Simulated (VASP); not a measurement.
# Sr4HfO (F-43m) in VASP: a series of runs

Sr4HfO is run at these levels: PBE; tasks: single point, relaxation of cell and atoms.

All numbers are computed with VASP 6.6.1; they aren't measurements. Logs are shortened: lines on timing, memory, paths and dates and some standing lists are left out, and cuts for length are marked.

**1. The cell of the first run**

The structure is cubic, space group F-43m (No. 216). The conventional cell has a = 9.768 Å, b = 9.768 Å, c = 9.768 Å, α = 90.00°, β = 90.00°, γ = 90.00°. Within 4.5 Å of Sr (site symmetry 3m) lie 6 Sr at 3.43 to 3.48 Å and 3 Hf at 4.05 Å and 3 O at 4.05 Å. Hf (site symmetry -43m) has 12 Sr at 4.05 Å and 4 O at 4.23 Å within 5.3 Å. O (site symmetry -43m) has 12 Sr at 4.05 Å and 4 Hf at 4.23 Å within 5.3 Å.

The cell was built from a structure type or drawn by symmetry, and may not be a known phase.

**2. Single point, PBE**

INCAR reads:

```
SYSTEM = Sr4HfO
  PREC = Accurate
  ENCUT = 520
  EDIFF = 1E-6
  ISMEAR = 0
  SIGMA = 0.1
  LREAL = .FALSE.
  LASPH = .TRUE.
  NELM = 100
  ALGO = Normal
  ISIF = 2
  LWAVE = .FALSE.
  LCHARG = .FALSE.
  GGA = PE
  NBANDS = 37
```

KPOINTS reads:

```
regular mesh
0
G
  4 4 4
  0 0 0
```

POSCAR reads:

```
Sr4HfO
1.0
    0.0000000000      4.8838541950      4.8838541950
    4.8838541950      0.0000000000      4.8838541950
    4.8838541950      4.8838541950      0.0000000000
Sr Hf O
4 1 1
Direct
    0.6258016755      0.6258016755      0.1225949735
    0.6258016755      0.6258016755      0.6258016755
    0.6258016755      0.1225949735      0.6258016755
    0.1225949735      0.6258016755      0.6258016755
    0.0000000000      0.0000000000      0.0000000000
    0.2500000000      0.2500000000      0.2500000000
```

Potentials or basis: VASP PAW PBE potentials, release 64 (Sr_sv, Hf_pv, O).

Run with:

```
> cat potpaw_PBE.64/Sr_sv/POTCAR potpaw_PBE.64/Hf_pv/POTCAR potpaw_PBE.64/O/POTCAR > POTCAR
> mpirun -np 1 vasp_std > vasp.out
```

OUTCAR:

```text
SYSTEM = Sr4HfO
   PREC = Accurate
   ENCUT = 520
   EDIFF = 1E-6
   ISMEAR = 0
   LREAL = .FALSE.
   LASPH = .TRUE.
   NELM = 100
   ISIF = 2
   GGA = PE

 ion  position               nearest neighbor table
   1  0.626  0.626  0.123-   2 3.43   3 3.43   4 3.43   2 3.48   3 3.48   4 3.48   5 4.05   5 4.05
                             5 4.05
   2  0.626  0.626  0.626-   1 3.43   3 3.43   4 3.43   1 3.48   3 3.48   4 3.48   5 4.05   5 4.05
                             5 4.05
   3  0.626  0.123  0.626-   1 3.43   2 3.43   4 3.43   1 3.48   2 3.48   4 3.48   5 4.05   5 4.05
                             5 4.05
   4  0.123  0.626  0.626-   1 3.43   2 3.43   3 3.43   2 3.48   1 3.48   3 3.48   5 4.05   5 4.05
                             5 4.05
   5  0.000  0.000  0.000-   1 4.05   2 4.05   3 4.05   1 4.05   2 4.05   4 4.05   2 4.05   3 4.05
                             4 4.05   1 4.05   3 4.05   4 4.05
   6  0.250  0.250  0.250-

  LATTYP: Found a face centered cubic cell.
 ALAT       =     9.7677083900

  Lattice vectors:

 A1 = (   0.0000000000,   4.8838541950,   4.8838541950)
 A2 = (   4.8838541950,   0.0000000000,   4.8838541950)
 A3 = (   4.8838541950,   4.8838541950,   0.0000000000)

Analysis of symmetry for initial positions (statically):
=====================================================================
 Subroutine PRICEL returns:
 Original cell was already a primitive cell.

 Routine SETGRP: Setting up the symmetry group for a
 face centered cubic supercell.

 Subroutine GETGRP returns: Found 24 space group operations
 (whereof 24 operations were pure point group operations)
 out of a pool of 48 trial point group operations.

The static configuration has the point symmetry T_d .

Analysis of symmetry for dynamics (positions and initial velocities):
=====================================================================
 Subroutine PRICEL returns:
 Original cell was already a primitive cell.

 Routine SETGRP: Setting up the symmetry group for a
 face centered cubic supercell.

 Subroutine GETGRP returns: Found 24 space group operations
 (whereof 24 operations were pure point group operations)
 out of a pool of 48 trial point group operations.

The dynamic configuration has the point symmetry T_d .

 Subroutine INISYM returns: Found 24 space group operations
 (whereof 24 operations are pure point group operations),
 and found     1 'primitive' translations

----------------------------------------------------------------------------------------

                                     Primitive cell

  volume of cell :     232.9797

  direct lattice vectors                    reciprocal lattice vectors
     0.000000000  4.883854195  4.883854195    -0.102378159  0.102378159  0.102378159
     4.883854195  0.000000000  4.883854195     0.102378159 -0.102378159  0.102378159
     4.883854195  4.883854195  0.000000000     0.102378159  0.102378159 -0.102378159

  length of vectors
     6.906812839  6.906812839  6.906812839     0.177324173  0.177324173  0.177324173

  position of ions in fractional coordinates (direct lattice)
     0.625801675  0.625801675  0.122594974
     0.625801675  0.625801675  0.625801675
     0.625801675  0.122594974  0.625801675
     0.122594974  0.625801675  0.625801675
     0.000000000  0.000000000  0.000000000
     0.250000000  0.250000000  0.250000000

  ion indices of the primitive-cell ions
   primitive index   ion index
                 1           1
                 2           2
                 3           3
                 4           4
                 5           5
                 6           6

----------------------------------------------------------------------------------------

 KPOINTS: regular mesh

Automatic generation of k-mesh.
 Grid dimensions read from file:
 generate k-points for:    4    4    4

 Generating k-lattice:

  Cartesian coordinates                     Fractional coordinates (reciprocal lattice)
    -0.025594540  0.025594540  0.025594540     0.250000000  0.000000000  0.000000000
     0.025594540 -0.025594540  0.025594540     0.000000000  0.250000000  0.000000000
     0.025594540  0.025594540 -0.025594540     0.000000000  0.000000000  0.250000000

  Length of vectors
     0.044331043  0.044331043  0.044331043

  Shift w.r.t. Gamma in fractional coordinates (k-lattice)
     0.000000000  0.000000000  0.000000000

 Subroutine IBZKPT returns following result:
 ===========================================

 Found      8 irreducible k-points:

 Following reciprocal coordinates:
            Coordinates               Weight
  0.000000  0.000000  0.000000      1.000000
  0.250000  0.000000  0.000000      8.000000
  0.500000  0.000000  0.000000      4.000000
  0.250000  0.250000  0.000000      6.000000
  0.500000  0.250000  0.000000     24.000000
 -0.250000  0.250000  0.000000     12.000000
  0.500000  0.500000  0.000000      3.000000
 -0.250000  0.500000  0.250000      6.000000
   k-points           NKPTS =      8   k-points in BZ     NKDIM =      8   number of bands    NBANDS=     37
   number of dos      NEDOS =    301   number of ions     NIONS =      6
   total plane-waves  NPLWV = 157464
   dimension x,y,z NGX =    54 NGY =   54 NGZ =   54
   dimension x,y,z NGXF=   108 NGYF=  108 NGZF=  108
   ions per type =               4   1   1
   NGX,Y,Z   is equivalent  to a cutoff of  13.00, 13.00, 13.00 a.u.
   NGXF,Y,Z  is equivalent  to a cutoff of  26.00, 26.00, 26.00 a.u.
 SYSTEM =  Sr4HfO
   PREC   = accura    normal or accurate (medium, high low for compatibility)
   ISTART =      0    job   : 0-new  1-cont  2-samecut
   ICHARG =      2    charge: 1-file 2-atom 10-const
   ISPIN  =      1    spin polarized calculation?
   LNONCOLLINEAR =      F non collinear calculations
   LSORBIT =      F    spin-orbit coupling
   LASPH  =      T    aspherical Exc in radial PAW
   ENCUT  =  520.0 eV  38.22 Ry    6.18 a.u.  12.84 12.84 12.84*2*pi/ulx,y,z
   NELM   =    100;   NELMIN=  2; NELMDL= -5     # of ELM steps
   EDIFF  = 0.1E-05   stopping-criterion for ELM
   LREAL  =      F    real-space projection
   EDIFFG = 0.1E-04   stopping-criterion for IOM
   NSW    =      0    number of steps for IOM
   IBRION =     -1    ionic relax: 0-MD 1-quasi-New 2-CG
   NFREE  =      0    steps in history (QN), initial steepest desc. (CG)
   ISIF   =      2    stress and relaxation
   ISYM   =      2    0-nonsym 1-usesym 2-fastsym
   POTIM  = 0.5000    time-step for ionic-motion
   TEBEG  =    0.0;   TEEND  =   0.0 temperature during run
   PSTRESS=    0.0 pullay stress
   NELECT =      56.0000    total number of electrons
   NUPDOWN=      -1.0000    fix difference up-down
   EMIN   =  10.00;   EMAX   =-10.00  energy-range for DOS
   EFERMI =   0.00;   METHOD = LEGACY
   ISMEAR =     0;   SIGMA  =   0.10  broadening in eV -4-tet -1-fermi 0-gaus
   EFERMI_NEDOS =   21; number of points for ismear=-14 and -15
   IALGO  =     38    algorithm
   IMIX   =      4    mixing-type and parameters
     AMIX     =   0.40;   BMIX     =  1.00
     AMIX_MAG =   1.60;   BMIX_MAG =  1.00
  volume/ion in A,a.u.               =      38.83       262.04
  Fermi-wavevector in a.u.,A,eV,Ry     =   1.017884  1.923521 14.096822  1.036087
  Thomas-Fermi vector in A             =   2.151310
   LORBIT       =      0    0 simple, 1 ext, 2 COOP (PROOUT), +10 PAW based schemes
   GGA     = PE    functional components
   LHFCALC =     F    Hartree Fock is set to
   AEXX    =    0.0000 exact exchange contribution
   IVDW    =     0    specifies the selected vdW correction
   LEPSILON=     F    determine dielectric tensor
   LRPA    =     F    only Hartree local field effects (RPA)
 non-spin polarized calculation
 Gauss-broadening in eV      SIGMA  =   0.10
  energy-cutoff  :      520.00
  volume of cell :      232.98
 maximum number of plane-waves:      6314
 NGX is ok and might be reduce to    54
   NGX = 25   NGY = 25   NGZ = 25

 number of electron      55.9999997 magnetization

 Free energy of the ion-electron system (eV)
  ---------------------------------------------------
  ext. energy  EPLUGINS =         0.00000000
  ---------------------------------------------------
  free energy    TOTEN  =       -15.01100397 eV

  energy without entropy =      -14.97029049  energy(sigma->0) =      -14.99064723

 E-fermi :   1.6532     XC(G=0):  -8.0409

 val. band max:        1.5842976573   @ k =  -0.2500   0.2500   0.0000
 cond. band min:       1.7209268328   @ k =  -0.2500   0.5000   0.2500
 fundamental gap:      0.1366291756
 Fermi energy:         1.6531511184

 k-point     1 :       0.0000    0.0000    0.0000
  band No.  band energies     occupation
      1     -34.5833      2.00000
      2     -34.4482      2.00000
      3     -34.4482      2.00000
      4     -34.4482      2.00000
      5     -30.5197      2.00000
      6     -30.5197      2.00000
[... 29 lines left out ...]
     36       2.8373      0.00000
     37       3.3984      0.00000

 k-point     2 :       0.2500    0.0000    0.0000
  band No.  band energies     occupation
      1     -34.5694      2.00000
      2     -34.4626      2.00000
      3     -34.4483      2.00000
      4     -34.4483      2.00000
      5     -30.5197      2.00000
      6     -30.5197      2.00000
[... 29 lines left out ...]
     36       2.9284      0.00000
     37       3.5813      0.00000

 k-point     3 :       0.5000    0.0000    0.0000
  band No.  band energies     occupation
      1     -34.5502      2.00000
      2     -34.4824      2.00000
      3     -34.4483      2.00000
      4     -34.4483      2.00000
      5     -30.5197      2.00000
      6     -30.5197      2.00000
[... 29 lines left out ...]
     36       2.9769      0.00000
     37       2.9769      0.00000
[... 121 lines left out ...]
 k-point     7 :       0.5000    0.5000    0.0000
  band No.  band energies     occupation
      1     -34.5201      2.00000
      2     -34.5128      2.00000
      3     -34.4484      2.00000
      4     -34.4484      2.00000
      5     -30.5196      2.00000
      6     -30.5196      2.00000
[... 29 lines left out ...]
     36       3.3689      0.00000
     37       3.3921      0.00000

 k-point     8 :      -0.2500    0.5000    0.2500
  band No.  band energies     occupation
      1     -34.5201      2.00000
      2     -34.5128      2.00000
      3     -34.4484      2.00000
      4     -34.4483      2.00000
      5     -30.5196      2.00000
      6     -30.5196      2.00000
[... 29 lines left out ...]
     36       3.0973      0.00000
     37       3.5295      0.00000

------------------------ aborting loop because EDIFF is reached ----------------------------------------

  FORCE on cell =-STRESS in cart. coord.  units (eV):
  Direction    XX          YY          ZZ          XY          YZ          ZX
  --------------------------------------------------------------------------------------
  -------------------------------------------------------------------------------------
  Total        0.3331893      0.3331893      0.3331893     -0.0000000     -0.0000000      0.0000000
  in kB        2.2913084      2.2913084      2.2913084     -0.0000000     -0.0000000      0.0000000
  external PRESSURE =       2.2913084 kB  Pullay stress =       0.0000000 kB

 VOLUME and BASIS-vectors are now :
 -----------------------------------------------------------------------------
  energy-cutoff  :      520.00
  volume of cell :      232.98
      direct lattice vectors                 reciprocal lattice vectors
     0.000000000  4.883854195  4.883854195    -0.102378159  0.102378159  0.102378159
     4.883854195  0.000000000  4.883854195     0.102378159 -0.102378159  0.102378159
     4.883854195  4.883854195  0.000000000     0.102378159  0.102378159 -0.102378159

 POSITION                                       TOTAL-FORCE (eV/Angst)
 -----------------------------------------------------------------------------------
      3.65506      3.65506      6.11265        -0.001215     -0.001215      0.001215
      6.11265      6.11265      6.11265         0.001215      0.001215      0.001215
      3.65506      6.11265      3.65506        -0.001215      0.001215     -0.001215
      6.11265      3.65506      3.65506         0.001215     -0.001215     -0.001215
      0.00000      0.00000      0.00000        -0.000000      0.000000     -0.000000
      2.44193      2.44193      2.44193        -0.000000     -0.000000     -0.000000
 -----------------------------------------------------------------------------------
    total drift:                                0.000000      0.000000      0.000000

  FREE ENERGIE OF THE ION-ELECTRON SYSTEM (eV)
  ---------------------------------------------------
  free  energy   TOTEN  =       -15.0110039687 eV

  energy  without entropy=      -14.9702904935  energy(sigma->0) =      -14.99064723
```

Run time: 2.8 min. Hardware: 1 thread of Intel Xeon Platinum 8259CL at 2.50GHz (Skylake/Cascade Lake), shared host; peak memory 0.42 GiB.

Results:

* Free energy: -15.0110 eV
* Pressure: 0.2 GPa
* Band gap on the k mesh: zero (bands 28 and 29 overlap by 0.14 eV)

Forces on the atoms (eV/Å):
```
Sr  -0.001 -0.001  0.001
Sr   0.001  0.001  0.001
Sr  -0.001  0.001 -0.001
Sr   0.001 -0.001 -0.001
Hf   0.000  0.000  0.000
O    0.000  0.000  0.000
```

Levels at points of the mesh, in eV from the Fermi level:
```csv
k point,band 25,band 26,band 27,band 28,band 29,band 30,band 31,band 32
"(0.00, 0.00, 0.00)",-1.25,-0.41,-0.41,-0.41,0.31,0.31,0.46,0.46
"(0.50, 0.00, 0.00)",-0.83,-0.29,-0.29,-0.23,0.13,0.13,0.25,1.14
"(0.50, 0.50, 0.00)",-1.23,-0.52,-0.13,-0.13,0.22,0.24,0.34,0.79
```

Caveat: spin-orbit coupling is left out, which moves the levels of the heavy elements.

**3. Relaxation of cell and atoms, PBE**

This run uses another cell than the first one, of 27.57 Å³/atom.

INCAR reads:

```
  PREC = Accurate
  ENCUT = 600
  EDIFF = 1E-7
  ISMEAR = 0
  SIGMA = 0.1
  LREAL = False
  LASPH = True
  NELM = 60
  ALGO = Normal
  ISIF = 3
  LWAVE = False
  LCHARG = False
  GGA = PE
  IBRION = 2
  NSW = 90
  EDIFFG = -0.04
```

KPOINTS reads:

```
Automatic mesh
0
Gamma
  4 4 4
```

POSCAR reads:

```
Sr4HfO
1.0
    0.0000000000      4.3568304400      4.3568304400
    4.3568304400      0.0000000000      4.3568304400
    4.3568304400      4.3568304400      0.0000000000
Sr Hf O
4 1 1
Direct
    0.6249890000      0.6249890000      0.1250330100
    0.6249890000      0.6249890000      0.6249890000
    0.6249890000      0.1250330100      0.6249890000
    0.1250330100      0.6249890000      0.6249890000
    0.0000000000      0.0000000000      0.0000000000
    0.2500000000      0.2500000000      0.2500000000
```

Potentials or basis: VASP PAW PBE potentials, release 64 (Sr_sv, Hf_pv, O).

Run with:

```
> cat potpaw_PBE.64/Sr_sv/POTCAR potpaw_PBE.64/Hf_pv/POTCAR potpaw_PBE.64/O/POTCAR > POTCAR
> mpirun -np 1 vasp_std > vasp.out
```

Run time: 12 min. Hardware: 1 thread of Intel Xeon Platinum 8259CL at 2.50GHz (Skylake/Cascade Lake), shared host; peak memory 0.4 GiB.

The run converged. Its results:

```
Free energy                           : -14.9985 eV
Relaxed volume                        : 39.47 Å³/atom
Relaxed cell                          : a = 6.944 Å, b = 6.944 Å, c = 6.944 Å, α = 60.00°, β = 60.00°, γ = 60.00°
Space group after relaxing (to 0.1 Å) : F-43m (No. 216)
Energy gained by relaxing             : 250.3 meV/atom
Ionic steps                           : 7
Pressure after relaxing               : 0.0 GPa
Band gap on the k mesh                : zero (bands 28 and 29 overlap by 0.12 eV)
```

Step by step:
```
step  energy change (eV)  largest force (eV/Å)  pressure (GPa)  volume (Å³)
   1              0.0000                0.3324            9.18       165.40
   2             -1.2964                0.3817            2.15       206.16
   3             -1.4334                0.5560            0.69       223.53
   4             -1.4480                0.6143            0.19       231.30
   5             -1.4481                0.6240            0.10       232.77
   6             -1.4993                0.1396           -0.01       235.94
   7             -1.5019                0.0089           -0.04       236.81
```

Final structure:
```
Sr Hf O
1.0
     0.00000    4.91047    4.91047
     4.91047    0.00000    4.91047
     4.91047    4.91047    0.00000
Sr Hf O
4 1 1
Cartesian
  3.6746 3.6746 6.1463
  6.1463 6.1463 6.1463
  3.6746 6.1463 3.6746
  6.1463 3.6746 3.6746
  0.0000 0.0000 0.0000
  2.4552 2.4552 2.4552
```

Levels at points of the mesh, in eV from the Fermi level:
```csv
k point,band 25,band 26,band 27,band 28,band 29,band 30,band 31,band 32
"(0.00, 0.00, 0.00)",-1.22,-0.40,-0.40,-0.40,0.30,0.30,0.45,0.45
"(0.50, 0.00, 0.00)",-0.81,-0.30,-0.30,-0.23,0.12,0.12,0.25,1.13
"(0.50, 0.50, 0.00)",-1.24,-0.52,-0.14,-0.14,0.21,0.23,0.33,0.78
```

Caveat: the volume moved by over 15 % at a fixed basis, so the end points are rough; spin-orbit coupling is left out, which moves the levels of the heavy elements.
